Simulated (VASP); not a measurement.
A run of VASP 6.6.1:

File INCAR:

```
SYSTEM = Si2W3
PREC = Accurate ; ENCUT = 520
EDIFF = 1E-6 ; ISMEAR = 0
SIGMA = 0.1 ; LREAL = .False.
LASPH = .True. ; NELM = 80
ALGO = Fast ; ISIF = 2
LWAVE = .False. ; LCHARG = .False.
GGA = PE ; NBANDS = 33
```

Contents of KPOINTS:

```
regular mesh
0
Gamma
  4 4 4
  0 0 0
```

File POSCAR:

```
Si2W3
1.0
    4.4667581908      0.0000000000      0.0000000000
    0.0000000000      4.4667581908      0.0000000000
    0.0000000000      0.0000000000      4.4667581908
Si W
2 3
Direct
    0.5000000000      0.5000000000      0.5000000000
    0.0000000000      0.0000000000      0.0000000000
    0.5000000000      0.0000000000      0.0000000000
    0.0000000000      0.5000000000      0.0000000000
    0.0000000000      0.0000000000      0.5000000000
```

Potentials or basis: VASP PAW PBE potentials, release 64 (Si, W_sv).

Launch:

```sh
$ cat potpaw_PBE.64/Si/POTCAR potpaw_PBE.64/W_sv/POTCAR > POTCAR
$ mpirun -np 1 vasp_std > vasp.out
```

Hardware: 1 thread of Intel Xeon 8259CL, on a shared host.

Q: Estimate the wall time of this run.

A: It took 67 s on 1 thread of Intel Xeon 8259CL (shared host), peak memory 0.21 GiB. Counts: scf iterations 16, k points 10.
